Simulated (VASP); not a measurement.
# TiAl (P4/mmm) in VASP: single point with PBEsol

Aim: the single point of TiAl with PBEsol.

Program: VASP 6.6.1. These are calculated values, not measurements. Logs are shortened: lines on timing, memory, paths and dates and some standing lists are left out, and cuts for length are marked.

## (1) The cell of the first run

It takes space group P4/mmm (No. 123, tetragonal). Conventional cell: a = 2.794 Å, b = 2.794 Å, c = 4.040 Å, α = 90.00°, β = 90.00°, γ = 90.00°. Ti (site symmetry 4/mmm) has 4 Ti at 2.79 Å and 8 Al at 2.83 Å within 3.7 Å. Al (site symmetry 4/mmm) has 4 Al at 2.79 Å and 8 Ti at 2.83 Å within 3.7 Å.

## (2) Single point, PBEsol

Contents of INCAR:

```
PREC = Accurate
ENCUT = 520
EDIFF = 1E-6
ISMEAR = 0
SIGMA = 0.1
LREAL = F
LASPH = T
NELM = 80
ALGO = Normal
ISIF = 2
LWAVE = F
LCHARG = F
GGA = PS
NBANDS = 14
```

Contents of KPOINTS:

```
Automatic mesh
0
Gamma
  14 14 10
```

Contents of POSCAR:

```
TiAl
1.0
    2.7940484197      0.0000000000      0.0000000000
    0.0000000000      2.7940484197      0.0000000000
    0.0000000000      0.0000000000      4.0403994142
Ti Al
1 1
Direct
    0.5000000000      0.5000000000      0.5000000000
    0.0000000000      0.0000000000      0.0000000000
```

Potentials or basis: VASP PAW PBE potentials, release 64 (Ti_sv, Al).

Command:

```bash
> cat potpaw_PBE.64/Ti_sv/POTCAR potpaw_PBE.64/Al/POTCAR > POTCAR
> mpirun -np 1 vasp_std > vasp.out
```

OUTCAR:

```text
PREC = Accurate
   ENCUT = 520
   EDIFF = 1E-6
   ISMEAR = 0
   LREAL = F
   LASPH = T
   NELM = 80
   ISIF = 2
   GGA = PS

 ion  position               nearest neighbor table
   1  0.500  0.500  0.500-   2 2.83   2 2.83   2 2.83   2 2.83   2 2.83   2 2.83   2 2.83   2 2.83

   2  0.000  0.000  0.000-   1 2.83   1 2.83   1 2.83   1 2.83   1 2.83   1 2.83   1 2.83   1 2.83

  LATTYP: Found a simple tetragonal cell.
 ALAT       =     2.7940484197
 C/A-ratio  =     1.4460735132

  Lattice vectors:

 A1 = (   2.7940484197,   0.0000000000,   0.0000000000)
 A2 = (   0.0000000000,   2.7940484197,   0.0000000000)
 A3 = (   0.0000000000,   0.0000000000,   4.0403994142)

Analysis of symmetry for initial positions (statically):
=====================================================================
 Subroutine PRICEL returns:
 Original cell was already a primitive cell.

 Routine SETGRP: Setting up the symmetry group for a
 simple tetragonal supercell.

 Subroutine GETGRP returns: Found 16 space group operations
 (whereof 16 operations were pure point group operations)
 out of a pool of 16 trial point group operations.

The static configuration has the point symmetry D_4h.

Analysis of symmetry for dynamics (positions and initial velocities):
=====================================================================
 Subroutine PRICEL returns:
 Original cell was already a primitive cell.

 Routine SETGRP: Setting up the symmetry group for a
 simple tetragonal supercell.

 Subroutine GETGRP returns: Found 16 space group operations
 (whereof 16 operations were pure point group operations)
 out of a pool of 16 trial point group operations.

The dynamic configuration has the point symmetry D_4h.

 Subroutine INISYM returns: Found 16 space group operations
 (whereof 16 operations are pure point group operations),
 and found     1 'primitive' translations

----------------------------------------------------------------------------------------

                                     Primitive cell

  volume of cell :      31.5422

  direct lattice vectors                    reciprocal lattice vectors
     2.794048420  0.000000000  0.000000000     0.357903604  0.000000000  0.000000000
     0.000000000  2.794048420  0.000000000     0.000000000  0.357903604  0.000000000
     0.000000000  0.000000000  4.040399414     0.000000000  0.000000000  0.247500283

  length of vectors
     2.794048420  2.794048420  4.040399414     0.357903604  0.357903604  0.247500283

  position of ions in fractional coordinates (direct lattice)
     0.500000000  0.500000000  0.500000000
     0.000000000  0.000000000  0.000000000

  ion indices of the primitive-cell ions
   primitive index   ion index
                 1           1
                 2           2

----------------------------------------------------------------------------------------

 KPOINTS: Automatic mesh

Automatic generation of k-mesh.
 Grid dimensions read from file:
 generate k-points for:   14   14   10

 Generating k-lattice:

  Cartesian coordinates                     Fractional coordinates (reciprocal lattice)
     0.025564543  0.000000000  0.000000000     0.071428571  0.000000000  0.000000000
     0.000000000  0.025564543  0.000000000     0.000000000  0.071428571  0.000000000
     0.000000000  0.000000000  0.024750028     0.000000000  0.000000000  0.100000000

  Length of vectors
     0.025564543  0.025564543  0.024750028

  Shift w.r.t. Gamma in fractional coordinates (k-lattice)
     0.000000000  0.000000000  0.000000000

 Subroutine IBZKPT returns following result:
 ===========================================

 Found    216 irreducible k-points:

 Following reciprocal coordinates:
            Coordinates               Weight
  0.000000  0.000000  0.000000      1.000000
  0.071429  0.000000  0.000000      4.000000
  0.142857  0.000000  0.000000      4.000000
  0.214286  0.000000  0.000000      4.000000
  0.285714  0.000000  0.000000      4.000000
  0.357143  0.000000  0.000000      4.000000
[... 16 lines left out ...]
  0.285714  0.214286  0.000000      8.000000
  0.357143  0.214286  0.000000      8.000000
 [... further k-points ...]
   k-points           NKPTS =    216   k-points in BZ     NKDIM =    216   number of bands    NBANDS=     14
   number of dos      NEDOS =    301   number of ions     NIONS =      2
   total plane-waves  NPLWV =  17280
   dimension x,y,z NGX =    24 NGY =   24 NGZ =   30
   dimension x,y,z NGXF=    48 NGYF=   48 NGZF=   60
   ions per type =               1   1
   NGX,Y,Z   is equivalent  to a cutoff of  14.28, 14.28, 12.34 a.u.
   NGXF,Y,Z  is equivalent  to a cutoff of  28.56, 28.56, 24.69 a.u.
 SYSTEM =  unknown system
   PREC   = accura    normal or accurate (medium, high low for compatibility)
   ISTART =      0    job   : 0-new  1-cont  2-samecut
   ICHARG =      2    charge: 1-file 2-atom 10-const
   ISPIN  =      1    spin polarized calculation?
   LNONCOLLINEAR =      F non collinear calculations
   LSORBIT =      F    spin-orbit coupling
   LASPH  =      T    aspherical Exc in radial PAW
   ENCUT  =  520.0 eV  38.22 Ry    6.18 a.u.   5.20  5.20  7.51*2*pi/ulx,y,z
   NELM   =     80;   NELMIN=  2; NELMDL= -5     # of ELM steps
   EDIFF  = 0.1E-05   stopping-criterion for ELM
   LREAL  =      F    real-space projection
   EDIFFG = 0.1E-04   stopping-criterion for IOM
   NSW    =      0    number of steps for IOM
   IBRION =     -1    ionic relax: 0-MD 1-quasi-New 2-CG
   NFREE  =      0    steps in history (QN), initial steepest desc. (CG)
   ISIF   =      2    stress and relaxation
   ISYM   =      2    0-nonsym 1-usesym 2-fastsym
   POTIM  = 0.5000    time-step for ionic-motion
   TEBEG  =    0.0;   TEEND  =   0.0 temperature during run
   PSTRESS=    0.0 pullay stress
   NELECT =      15.0000    total number of electrons
   NUPDOWN=      -1.0000    fix difference up-down
   EMIN   =  10.00;   EMAX   =-10.00  energy-range for DOS
   EFERMI =   0.00;   METHOD = LEGACY
   ISMEAR =     0;   SIGMA  =   0.10  broadening in eV -4-tet -1-fermi 0-gaus
   EFERMI_NEDOS =   21; number of points for ismear=-14 and -15
   IALGO  =     38    algorithm
   IMIX   =      4    mixing-type and parameters
     AMIX     =   0.40;   BMIX     =  1.00
     AMIX_MAG =   1.60;   BMIX_MAG =  1.00
  volume/ion in A,a.u.               =      15.77       106.43
  Fermi-wavevector in a.u.,A,eV,Ry     =   1.277834  2.414757 22.216415  1.632860
  Thomas-Fermi vector in A             =   2.410411
   LORBIT       =      0    0 simple, 1 ext, 2 COOP (PROOUT), +10 PAW based schemes
   GGA     = PS    functional components
   LHFCALC =     F    Hartree Fock is set to
   AEXX    =    0.0000 exact exchange contribution
   IVDW    =     0    specifies the selected vdW correction
   LEPSILON=     F    determine dielectric tensor
   LRPA    =     F    only Hartree local field effects (RPA)
 non-spin polarized calculation
 Gauss-broadening in eV      SIGMA  =   0.10
  energy-cutoff  :      520.00
  volume of cell :       31.54
 maximum number of plane-waves:       888
 NGX is ok and might be reduce to    24
   NGX = 11   NGY = 11   NGZ = 15

 number of electron      14.9999997 magnetization

 Free energy of the ion-electron system (eV)
  ---------------------------------------------------
  ext. energy  EPLUGINS =         0.00000000
  ---------------------------------------------------
  free energy    TOTEN  =       -13.25313486 eV

  energy without entropy =      -13.24478094  energy(sigma->0) =      -13.24895790

 E-fermi :   8.5248     XC(G=0): -11.2622

 val. band max:        8.5137009177   @ k =   0.4286   0.1429   0.3000
 cond. band min:       8.5357324591   @ k =   0.2143   0.1429   0.5000
 fundamental gap:      0.0220315414
 Fermi energy:         8.5248392530

 k-point     1 :       0.0000    0.0000    0.0000
  band No.  band energies     occupation
      1     -47.8127      2.00000
      2     -24.3136      2.00000
      3     -23.8432      2.00000
      4     -23.8432      2.00000
      5      -0.6346      2.00000
      6       6.5753      2.00000
      7       7.6463      2.00000
      8       8.1724      2.00000
      9      10.7565      0.00000
     10      10.7565      0.00000
     11      11.9293      0.00000
     12      14.8695      0.00000
     13      17.1305      0.00000
     14      17.1305      0.00000

 k-point     2 :       0.0714    0.0000    0.0000
  band No.  band energies     occupation
      1     -47.8094      2.00000
      2     -24.3103      2.00000
      3     -23.8703      2.00000
      4     -23.8408      2.00000
      5      -0.5316      2.00000
      6       6.6608      2.00000
      7       7.6877      2.00000
      8       8.0781      2.00000
      9      10.7743      0.00000
     10      10.8698      0.00000
     11      11.8250      0.00000
     12      14.8593      0.00000
     13      15.7197      0.00000
     14      17.2640      0.00000

 k-point     3 :       0.1429    0.0000    0.0000
  band No.  band energies     occupation
      1     -47.8001      2.00000
      2     -24.3013      2.00000
      3     -23.9459      2.00000
      4     -23.8343      2.00000
      5      -0.2256      2.00000
      6       6.8943      2.00000
      7       7.7777      2.00000
      8       7.8372      2.00000
      9      10.8246      0.00000
     10      11.1785      0.00000
     11      11.5520      0.00000
     12      14.0230      0.00000
     13      14.8923      0.00000
     14      17.6373      0.00000

 k-point     4 :       0.2143    0.0000    0.0000
  band No.  band energies     occupation
      1     -47.7867      2.00000
      2     -24.2882      2.00000
      3     -24.0539      2.00000
      4     -23.8249      2.00000
      5       0.2752      2.00000
      6       7.2057      2.00000
      7       7.5302      2.00000
      8       7.7783      2.00000
      9      10.8985      0.00000
     10      11.1967      0.00000
     11      11.6305      0.00000
     12      12.7092      0.00000
     13      14.8448      0.00000
     14      18.1979      0.00000

 k-point     5 :       0.2857    0.0000    0.0000
  band No.  band energies     occupation
      1     -47.7718      2.00000
      2     -24.2736      2.00000
      3     -24.1722      2.00000
      4     -23.8143      2.00000
      5       0.9590      2.00000
      6       7.2228      2.00000
      7       7.2258      2.00000
      8       7.6902      2.00000
      9      10.8424      0.00000
     10      10.9822      0.00000
     11      12.0740      0.00000
[... 276 lines left out ...]
 k-point    22 :       0.2143    0.2143    0.0000
  band No.  band energies     occupation
      1     -47.7612      2.00000
      2     -24.2635      2.00000
      3     -24.0390      2.00000
      4     -24.0228      2.00000
      5       1.1458      2.00000
      6       7.5618      2.00000
      7       7.5828      2.00000
      8       8.2502      1.99990
      9       9.6946      0.00000
     10      10.3957      0.00000
     11      12.6305      0.00000
     12      13.2598      0.00000
     13      14.4845      0.00000
     14      15.4180      0.00000

 k-point    23 :       0.2857    0.2143    0.0000
  band No.  band energies     occupation
      1     -47.7465      2.00000
      2     -24.2494      2.00000
      3     -24.1471      2.00000
      4     -24.0171      2.00000
      5       1.7978      2.00000
      6       7.4458      2.00000
      7       7.5168      2.00000
      8       8.3279      1.99465
      9       9.5145      0.00000
     10      10.1862      0.00000
     11      12.2040      0.00000
     12      13.8974      0.00000
     13      14.6238      0.00000
     14      15.5438      0.00000

 k-point    24 :       0.3571    0.2143    0.0000
  band No.  band energies     occupation
      1     -47.7332      2.00000
      2     -24.2497      2.00000
      3     -24.2366      2.00000
      4     -24.0055      2.00000
      5       2.6068      2.00000
      6       6.7546      2.00000
      7       7.3943      2.00000
      8       8.5042      1.22925
      9       9.4988      0.00000
     10       9.8923      0.00000
     11      12.2611      0.00000
     12      14.5543      0.00000
     13      15.1994      0.00000
     14      15.6900      0.00000

 [... further k-points ...]

------------------------ aborting loop because EDIFF is reached ----------------------------------------

  FORCE on cell =-STRESS in cart. coord.  units (eV):
  Direction    XX          YY          ZZ          XY          YZ          ZX
  --------------------------------------------------------------------------------------
  -------------------------------------------------------------------------------------
  Total        0.0169971      0.0169971      0.0239203      0.0000000     -0.0000000      0.0000000
  in kB        0.8633631      0.8633631      1.2150236      0.0000000     -0.0000000      0.0000000
  external PRESSURE =       0.9805833 kB  Pullay stress =       0.0000000 kB

 VOLUME and BASIS-vectors are now :
 -----------------------------------------------------------------------------
  energy-cutoff  :      520.00
  volume of cell :       31.54
      direct lattice vectors                 reciprocal lattice vectors
     2.794048420  0.000000000  0.000000000     0.357903604  0.000000000  0.000000000
     0.000000000  2.794048420  0.000000000     0.000000000  0.357903604  0.000000000
     0.000000000  0.000000000  4.040399414     0.000000000  0.000000000  0.247500283

 POSITION                                       TOTAL-FORCE (eV/Angst)
 -----------------------------------------------------------------------------------
      1.39702      1.39702      2.02020         0.000000      0.000000      0.000000
      0.00000      0.00000      0.00000         0.000000      0.000000      0.000000
 -----------------------------------------------------------------------------------
    total drift:                                0.000000      0.000000     -0.000000

  FREE ENERGIE OF THE ION-ELECTRON SYSTEM (eV)
  ---------------------------------------------------
  free  energy   TOTEN  =       -13.2531348558 eV

  energy  without entropy=      -13.2447809428  energy(sigma->0) =      -13.24895790
```

Wall time 72 s (1 thread of Intel Xeon 8259CL, shared host); peak memory 0.23 GiB.

Results:

* Free energy: -13.2531 eV
* Pressure: 0.1 GPa
* Band gap on the k mesh: zero (an odd number of electrons rules out a gap without spin polarisation)

Caveat: the PAW data sets were made with another functional, which shifts forces and pressure a little.
